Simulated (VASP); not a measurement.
# ZnO (Pm-3m) in VASP: further runs

ZnO is run at these levels: HF, PBEsol-based global hybrid with 25 % exact exchange, HSE06, PBE-based screened hybrid with 25 % exact exchange, PBEsol-based screened hybrid with 25 % exact exchange; tasks: single point.

All numbers are computed with VASP 6.6.1; they aren't measurements. Logs are shortened: lines on timing, memory, paths and dates and some standing lists are left out, and cuts for length are marked.

**1. The cell of the first run**

The structure is cubic, space group Pm-3m (No. 221). The conventional cell has a = 2.654 Å, b = 2.654 Å, c = 2.654 Å, α = 90.00°, β = 90.00°, γ = 90.00°. Zn (site symmetry m-3m) has 8 O at 2.30 Å and 6 Zn at 2.65 Å within 3.0 Å. O (site symmetry m-3m) has 8 Zn at 2.30 Å and 6 O at 2.65 Å within 3.0 Å.

**2. Single point, HF**

POSCAR

```
ZnO
1.0
    2.6539639190      0.0000000000      0.0000000000
    0.0000000000      2.6539639190      0.0000000000
    0.0000000000      0.0000000000      2.6539639190
Zn O
1 1
Direct
    0.0000000000      0.0000000000      0.0000000000
    0.5000000000      0.5000000000      0.5000000000
```

INCAR.step1

```
PREC = Accurate
ENCUT = 520
EDIFF = 1E-5
ISMEAR = -1
SIGMA = 0.05
LREAL = False
LASPH = True
NELM = 60
ALGO = Normal
ISIF = 2
LWAVE = True
LCHARG = False
NBANDS = 16
GGA = PE
```

INCAR.step2

```
PREC = Accurate
ENCUT = 520
EDIFF = 1E-7
ISMEAR = -1
SIGMA = 0.05
LREAL = False
LASPH = True
NELM = 60
ALGO = Normal
ISIF = 2
LWAVE = False
LCHARG = False
GGA = PE
LHFCALC = True
AEXX = 1.0
ALDAC = 0.0
AGGAC = 0.0
PRECFOCK = Normal
NBANDS = 16
ISTART = 1
```

KPOINTS

```
regular mesh
0
Gamma
  5 5 5
```

Potentials or basis: VASP PAW PBE potentials, release 64 (Zn, O).

Launch:

```
cat potpaw_PBE.64/Zn/POTCAR potpaw_PBE.64/O/POTCAR > POTCAR
cp INCAR.step1 INCAR
mpirun -np 1 vasp_std > vasp.out
cp INCAR.step2 INCAR
mpirun -np 1 vasp_std > vasp.out
```

OUTCAR:

```text
PREC = Accurate
   ENCUT = 520
   EDIFF = 1E-7
   ISMEAR = -1
   LREAL = False
   LASPH = True
   NELM = 60
   ISIF = 2
   GGA = PE
   LHFCALC = True
   AEXX = 1.0
   PRECFOCK = Normal
   ISTART = 1

 ion  position               nearest neighbor table
   1  0.000  0.000  0.000-   2 2.30   2 2.30   2 2.30   2 2.30   2 2.30   2 2.30   2 2.30   2 2.30

   2  0.500  0.500  0.500-   1 2.30   1 2.30   1 2.30   1 2.30   1 2.30   1 2.30   1 2.30   1 2.30

  LATTYP: Found a simple cubic cell.
 ALAT       =     2.6539639190

  Lattice vectors:

 A1 = (   2.6539639190,   0.0000000000,   0.0000000000)
 A2 = (   0.0000000000,   2.6539639190,   0.0000000000)
 A3 = (   0.0000000000,   0.0000000000,   2.6539639190)

Analysis of symmetry for initial positions (statically):
=====================================================================
 Subroutine PRICEL returns:
 Original cell was already a primitive cell.

 Routine SETGRP: Setting up the symmetry group for a
 simple cubic supercell.

 Subroutine GETGRP returns: Found 48 space group operations
 (whereof 48 operations were pure point group operations)
 out of a pool of 48 trial point group operations.

The static configuration has the point symmetry O_h .

Analysis of symmetry for dynamics (positions and initial velocities):
=====================================================================
 Subroutine PRICEL returns:
 Original cell was already a primitive cell.

 Routine SETGRP: Setting up the symmetry group for a
 simple cubic supercell.

 Subroutine GETGRP returns: Found 48 space group operations
 (whereof 48 operations were pure point group operations)
 out of a pool of 48 trial point group operations.

The dynamic configuration has the point symmetry O_h .

 Subroutine INISYM returns: Found 48 space group operations
 (whereof 48 operations are pure point group operations),
 and found     1 'primitive' translations

----------------------------------------------------------------------------------------

                                     Primitive cell

[... 75 lines left out ...]
   EDIFF  = 0.1E-06   stopping-criterion for ELM
   LREAL  =      F    real-space projection
   EDIFFG = 0.1E-05   stopping-criterion for IOM
   NSW    =      0    number of steps for IOM
   IBRION =     -1    ionic relax: 0-MD 1-quasi-New 2-CG
   NFREE  =      0    steps in history (QN), initial steepest desc. (CG)
   ISIF   =      2    stress and relaxation
   ISYM   =      3    0-nonsym 1-usesym 2-fastsym
   POTIM  = 0.5000    time-step for ionic-motion
   TEBEG  =    0.0;   TEEND  =   0.0 temperature during run
   PSTRESS=    0.0 pullay stress
   NELECT =      18.0000    total number of electrons
   NUPDOWN=      -1.0000    fix difference up-down
   EMIN   =  10.00;   EMAX   =-10.00  energy-range for DOS
   EFERMI =   0.00;   METHOD = LEGACY
   ISMEAR =    -1;   SIGMA  =   0.05  broadening in eV -4-tet -1-fermi 0-gaus
   EFERMI_NEDOS =   21; number of points for ismear=-14 and -15
   IALGO  =     38    algorithm
   IMIX   =      1    mixing-type and parameters
     AMIX     =   0.40;   BMIX     =  1.00
     AMIX_MAG =   1.60;   BMIX_MAG =  1.00
  volume/ion in A,a.u.               =       9.35        63.07
  Fermi-wavevector in a.u.,A,eV,Ry     =   1.616605  3.054941 35.557636  2.613413
  Thomas-Fermi vector in A             =   2.711165
   LORBIT       =      0    0 simple, 1 ext, 2 COOP (PROOUT), +10 PAW based schemes
   GGA     = PE    functional components
   LHFCALC =     T    Hartree Fock is set to
   PRECFOCK=normal    Normal, Fast or Accurate (Low or Medium for compatibility)
   ENCUT4O =  -1.0   cutoff for four orbital integrals eV
   NKREDX  =     1    reduce k-point grid by
   NKREDY  =     1    reduce k-point grid by
   NKREDZ  =     1    reduce k-point grid by
   AEXX    =    1.0000 exact exchange contribution
   HFSCREEN=    0.0000 screening length (either q_TF or 0.3 A-1)
   HFSCREENC=   0.0000 screening length for correlation (either q_TF or 0.3 A-1)
   ENCUTFOCK=  -1.0 apply spherical cutoff to Coloumb kernel
   IVDW    =     0    specifies the selected vdW correction
   LEPSILON=     F    determine dielectric tensor
   LRPA    =     F    only Hartree local field effects (RPA)
 non-spin polarized calculation
  energy-cutoff  :      520.00
  volume of cell :       18.69
 maximum number of plane-waves:       511
 NGX is ok and might be reduce to    20
  NGX = 16; NGY = 16; NGZ = 16

 number of electron      18.0000032 magnetization

 Free energy of the ion-electron system (eV)
  ---------------------------------------------------
  ext. energy  EPLUGINS =         0.00000000
  ---------------------------------------------------
  free energy    TOTEN  =       -17.77538740 eV

  energy without entropy =      -17.77538740  energy(sigma->0) =      -17.77538740

 E-fermi :   0.0865     XC(G=0):   0.0000

 val. band max:       -1.2576365438   @ k =   0.4000   0.4000   0.0000
 cond. band min:       8.2606987067   @ k =   0.0000   0.0000   0.0000
 fundamental gap:      9.5183352505
 Fermi energy:         0.0864614395

 k-point     1 :       0.0000    0.0000    0.0000
  band No.  band energies     occupation
      1     -26.2767      2.00000
      2     -13.3771      2.00000
      3     -13.3771      2.00000
      4     -12.5472      2.00000
      5     -12.5472      2.00000
      6     -12.5472      2.00000
[... 167 lines left out ...]
      3     -13.7646      2.00000
      4     -13.3704      2.00000
      5     -12.0929      2.00000
      6     -12.0929      2.00000
[... 8 lines left out ...]
     15      33.0991      0.00000
     16      33.0991      0.00000

------------------------ aborting loop because EDIFF is reached ----------------------------------------

  FORCE on cell =-STRESS in cart. coord.  units (eV):
  Direction    XX          YY          ZZ          XY          YZ          ZX
  --------------------------------------------------------------------------------------
  -------------------------------------------------------------------------------------
  Total        0.1518058      0.1518058      0.1518058      0.0000000      0.0000000      0.0000000
  in kB       13.0110942     13.0110942     13.0110942      0.0000000      0.0000000      0.0000000
  external PRESSURE =      13.0110942 kB  Pullay stress =       0.0000000 kB

 VOLUME and BASIS-vectors are now :
 -----------------------------------------------------------------------------
  energy-cutoff  :      520.00
  volume of cell :       18.69
      direct lattice vectors                 reciprocal lattice vectors
     2.653963919  0.000000000  0.000000000     0.376794874  0.000000000  0.000000000
     0.000000000  2.653963919  0.000000000     0.000000000  0.376794874  0.000000000
     0.000000000  0.000000000  2.653963919     0.000000000  0.000000000  0.376794874

 POSITION                                       TOTAL-FORCE (eV/Angst)
 -----------------------------------------------------------------------------------
      0.00000      0.00000      0.00000         0.000000      0.000000      0.000000
      1.32698      1.32698      1.32698         0.000000      0.000000      0.000000
 -----------------------------------------------------------------------------------
    total drift:                               -0.000000      0.000000      0.000000

  FREE ENERGIE OF THE ION-ELECTRON SYSTEM (eV)
  ---------------------------------------------------
  free  energy   TOTEN  =       -17.7753874049 eV

  energy  without entropy=      -17.7753874049  energy(sigma->0) =      -17.77538740
```

OUTCAR.step1:

```text
PREC = Accurate
   ENCUT = 520
   EDIFF = 1E-5
   ISMEAR = -1
   LREAL = False
[... 396 lines left out ...]
      0.00000      0.00000      0.00000         0.000000      0.000000      0.000000
      1.32698      1.32698      1.32698         0.000000      0.000000      0.000000
 -----------------------------------------------------------------------------------
    total drift:                               -0.000000      0.000000      0.000000

  FREE ENERGIE OF THE ION-ELECTRON SYSTEM (eV)
  ---------------------------------------------------
  free  energy   TOTEN  =        -7.4596689483 eV

  energy  without entropy=       -7.4558070856  energy(sigma->0) =       -7.45773802
```

OSZICAR.step1:

```text
N       E                     dE             d eps       ncg     rms          rms(c)
DAV:   1     0.856500166411E+02    0.85650E+02   -0.95772E+03   344   0.173E+03
DAV:   2    -0.531693329373E+01   -0.90967E+02   -0.79171E+02   344   0.292E+02
DAV:   3    -0.921585786261E+01   -0.38989E+01   -0.38849E+01   384   0.604E+01
DAV:   4    -0.923231368185E+01   -0.16456E-01   -0.16455E-01   368   0.381E+00
DAV:   5    -0.923235973275E+01   -0.46051E-04   -0.46051E-04   408   0.194E-01    0.862E+00
DAV:   6    -0.751940658414E+01    0.17130E+01   -0.30503E+00   456   0.616E+01    0.608E+00
DAV:   7    -0.748955471293E+01    0.29852E-01   -0.55223E-01   328   0.119E+01    0.314E+00
DAV:   8    -0.746229267941E+01    0.27262E-01   -0.78747E-02   320   0.260E+00    0.611E-01
DAV:   9    -0.745962989664E+01    0.26628E-02   -0.36120E-03   440   0.115E+00    0.969E-02
DAV:  10    -0.745965599299E+01   -0.26096E-04   -0.69762E-04   320   0.231E-01    0.549E-02
DAV:  11    -0.745966977943E+01   -0.13786E-04   -0.24960E-05   376   0.505E-02    0.550E-03
DAV:  12    -0.745966894831E+01    0.83112E-06   -0.11065E-06   192   0.132E-02
   1 F= -.74596689E+01 E0= -.74577380E+01  d E =-.386186E-02
```

Wall time 13 min (1 thread of AMD EPYC 7R13, shared host); peak memory 0.11 GiB.

Results:

* Free energy: -17.7754 eV
* Pressure: 1.3 GPa
* Band gap on the k mesh: 9.52 eV (least direct gap 10.87 eV)

Levels at points of the mesh, in eV from the valence-band top:
```csv
k point,band 5,band 6,band 7,band 8,band 9,band 10,band 11,band 12,band 13,band 14
"(0.00, 0.00, 0.00)",-11.29,-11.29,-1.35,-1.35,-1.35,9.52,25.10,25.10,31.29,31.29
```

Caveat: the k points lie up to 0.47 Å⁻¹ apart; the PAW data sets were made with another functional, which shifts forces and pressure a little; an odd mesh through Γ misses points on the zone boundary, where band edges can lie.

**3. Single point, PBEsol-based global hybrid with 25 % exact exchange**

This run uses another cell than the first one, of 9.71 Å³/atom.

POSCAR

```
ZnO
1.0
    2.6882100000      0.0000000000      0.0000000000
    0.0000000000      2.6882100000      0.0000000000
    0.0000000000      0.0000000000      2.6882100000
Zn O
1 1
Direct
    0.0000000000      0.0000000000      0.0000000000
    0.5000000000      0.5000000000      0.5000000000
```

INCAR.step1

```
SYSTEM = ZnO
ALGO = Normal ; EDIFF = 1E-5
ENCUT = 520 ; GGA = PE
ISIF = 2 ; ISMEAR = -1
LASPH = .True. ; LCHARG = .False.
LREAL = .False. ; LWAVE = .True.
NBANDS = 16 ; NELM = 100
PREC = Accurate ; SIGMA = 0.05
```

INCAR.step2

```
SYSTEM = ZnO
AEXX = 0.25 ; ALGO = Normal
EDIFF = 1E-7 ; ENCUT = 520
GGA = PS ; ISIF = 2
ISMEAR = -1 ; ISTART = 1
LASPH = .True. ; LCHARG = .False.
LHFCALC = .True. ; LREAL = .False.
LWAVE = .False. ; NBANDS = 16
NELM = 100 ; PREC = Accurate
PRECFOCK = Normal ; SIGMA = 0.05
```

KPOINTS

```
k-points
0
Gamma
  5 5 5
  0 0 0
```

Potentials or basis: VASP PAW PBE potentials, release 64 (Zn, O).

Launch:

```
cat potpaw_PBE.64/Zn/POTCAR potpaw_PBE.64/O/POTCAR > POTCAR
cp INCAR.step1 INCAR
mpirun -np 1 vasp_std > vasp.out
cp INCAR.step2 INCAR
mpirun -np 1 vasp_std > vasp.out
```

Wall time 6.9 min (1 thread of AMD EPYC 7R13, shared host); peak memory 0.1 GiB.

It converged, with:

```yaml
Free_energy: -10.9646 eV
Pressure: -12.9 GPa
Band_gap_on_the_k_mesh: 1.28 eV (least direct gap 2.40 eV)
```

Levels at points of the mesh, in eV from the valence-band top:
| k point | band 6 | band 7 | band 8 | band 9 | band 10 | band 11 | band 12 | band 13 |
| --- | --- | --- | --- | --- | --- | --- | --- | --- |
| (0.00, 0.00, 0.00) | -6.80 | -1.12 | -1.12 | -1.12 | 1.28 | 16.54 | 16.54 | 20.53 |

Caveat: the k points lie up to 0.47 Å⁻¹ apart; the PAW data sets were made with another functional, which shifts forces and pressure a little; an odd mesh through Γ misses points on the zone boundary, where band edges can lie.

**4. Single point, HSE06**

This run uses another cell than the first one, of 9.71 Å³/atom.

POSCAR is that of step 3.

INCAR.step1

```
SYSTEM = ZnO
PREC     = Accurate       ! precision mode
ENCUT    = 520            ! plane-wave cutoff, eV
EDIFF    = 1E-5           ! SCF threshold, eV
ISMEAR   = -1             ! smearing method
SIGMA    = 0.05           ! smearing width, eV
LREAL    = .False.        ! projectors in reciprocal space
LASPH    = .True.         ! aspherical terms in the spheres
NELM     = 60             ! most SCF steps
ALGO     = Normal         ! electronic algorithm
ISIF     = 2              ! what is computed and relaxed
LWAVE    = .True.         ! write WAVECAR
LCHARG   = .False.        ! write CHGCAR
GGA      = PE             ! functional
NBANDS   = 16             ! bands
```

INCAR.step2

```
SYSTEM = ZnO
PREC     = Accurate       ! precision mode
ENCUT    = 520            ! plane-wave cutoff, eV
EDIFF    = 1E-6           ! SCF threshold, eV
ISMEAR   = -1             ! smearing method
SIGMA    = 0.05           ! smearing width, eV
LREAL    = .False.        ! projectors in reciprocal space
LASPH    = .True.         ! aspherical terms in the spheres
NELM     = 60             ! most SCF steps
ALGO     = Normal         ! electronic algorithm
ISIF     = 2              ! what is computed and relaxed
LWAVE    = .False.        ! write WAVECAR
LCHARG   = .False.        ! write CHGCAR
GGA      = PE             ! functional
LHFCALC  = .True.         ! exact exchange
HFSCREEN = 0.2079         ! screening, 1/A
PRECFOCK = Normal       
ISTART   = 1            
NBANDS   = 16             ! bands
```

KPOINTS

```
regular mesh
0
Gamma
  5 5 5
  0 0 0
```

Potentials or basis: VASP PAW PBE potentials, release 64 (Zn, O).

Launch:

```
cat potpaw_PBE.64/Zn/POTCAR potpaw_PBE.64/O/POTCAR > POTCAR
cp INCAR.step1 INCAR
mpirun -np 1 vasp_std > vasp.out
cp INCAR.step2 INCAR
mpirun -np 1 vasp_std > vasp.out
```

OUTCAR:

```text
SYSTEM = ZnO
   PREC = Accurate
   ENCUT = 520
   EDIFF = 1E-6
   ISMEAR = -1
   LREAL = .False.
   LASPH = .True.
   NELM = 60
   ISIF = 2
   GGA = PE
   LHFCALC = .True.
   HFSCREEN = 0.2079
   PRECFOCK = Normal
   ISTART = 1

 ion  position               nearest neighbor table
   1  0.000  0.000  0.000-   2 2.33   2 2.33   2 2.33   2 2.33   2 2.33   2 2.33   2 2.33   2 2.33

   2  0.500  0.500  0.500-   1 2.33   1 2.33   1 2.33   1 2.33   1 2.33   1 2.33   1 2.33   1 2.33

  LATTYP: Found a simple cubic cell.
[... 373 lines left out ...]

  FORCE on cell =-STRESS in cart. coord.  units (eV):
  Direction    XX          YY          ZZ          XY          YZ          ZX
  --------------------------------------------------------------------------------------
  -------------------------------------------------------------------------------------
  Total       -0.8531144     -0.8531144     -0.8531144      0.0000000      0.0000000     -0.0000000
  in kB      -70.3603981    -70.3603981    -70.3603981      0.0000000      0.0000000     -0.0000000
  external PRESSURE =     -70.3603981 kB  Pullay stress =       0.0000000 kB

 VOLUME and BASIS-vectors are now :
 -----------------------------------------------------------------------------
  energy-cutoff  :      520.00
  volume of cell :       19.43
      direct lattice vectors                 reciprocal lattice vectors
     2.688210000  0.000000000  0.000000000     0.371994747  0.000000000  0.000000000
     0.000000000  2.688210000  0.000000000     0.000000000  0.371994747  0.000000000
     0.000000000  0.000000000  2.688210000     0.000000000  0.000000000  0.371994747

 POSITION                                       TOTAL-FORCE (eV/Angst)
 -----------------------------------------------------------------------------------
      0.00000      0.00000      0.00000         0.000000      0.000000      0.000000
      1.34411      1.34411      1.34411         0.000000      0.000000      0.000000
 -----------------------------------------------------------------------------------
    total drift:                               -0.000000      0.000000      0.000000

  FREE ENERGIE OF THE ION-ELECTRON SYSTEM (eV)
  ---------------------------------------------------
  free  energy   TOTEN  =        -9.7667277653 eV

  energy  without entropy=       -9.7665528036  energy(sigma->0) =       -9.76664028
```

OSZICAR.step1:

```text
N       E                     dE             d eps       ncg     rms          rms(c)
DAV:   1     0.905414542674E+02    0.90541E+02   -0.95158E+03   328   0.175E+03
DAV:   2    -0.474077842347E+01   -0.95282E+02   -0.86643E+02   360   0.293E+02
DAV:   3    -0.924467946375E+01   -0.45039E+01   -0.44887E+01   352   0.639E+01
DAV:   4    -0.926286720769E+01   -0.18188E-01   -0.18187E-01   384   0.406E+00
DAV:   5    -0.926292266910E+01   -0.55461E-04   -0.55461E-04   384   0.210E-01    0.837E+00
DAV:   6    -0.755030435742E+01    0.17126E+01   -0.31750E+00   456   0.625E+01    0.579E+00
DAV:   7    -0.751141504622E+01    0.38889E-01   -0.56111E-01   328   0.120E+01    0.294E+00
DAV:   8    -0.748280325748E+01    0.28612E-01   -0.88091E-02   328   0.273E+00    0.547E-01
DAV:   9    -0.748006967308E+01    0.27336E-02   -0.38351E-03   448   0.112E+00    0.105E-01
DAV:  10    -0.748009138297E+01   -0.21710E-04   -0.76452E-04   336   0.236E-01    0.562E-02
DAV:  11    -0.748010723206E+01   -0.15849E-04   -0.24972E-05   360   0.494E-02    0.492E-03
DAV:  12    -0.748010655883E+01    0.67322E-06   -0.12332E-06   184   0.131E-02
   1 F= -.74801066E+01 E0= -.74781643E+01  d E =-.388455E-02
```

It took 5.4 min on 1 thread of AMD EPYC 7R13, shared host; peak memory 0.2 GiB.

What came out:

* Free energy: -9.7667 eV
* Pressure: -7.0 GPa
* Band gap on the k mesh: 0.60 eV (least direct gap 1.71 eV)

Levels at points of the mesh, in eV from the valence-band top:
```tsv
k point	band 7	band 8	band 9	band 10	band 11	band 12
(0.00, 0.00, 0.00)	-1.11	-1.11	-1.11	0.60	15.85	15.85
```

Caveat: the k points lie up to 0.47 Å⁻¹ apart; the PAW data sets were made with another functional, which shifts forces and pressure a little; an odd mesh through Γ misses points on the zone boundary, where band edges can lie.

(Part 1 of 2 ends here.)
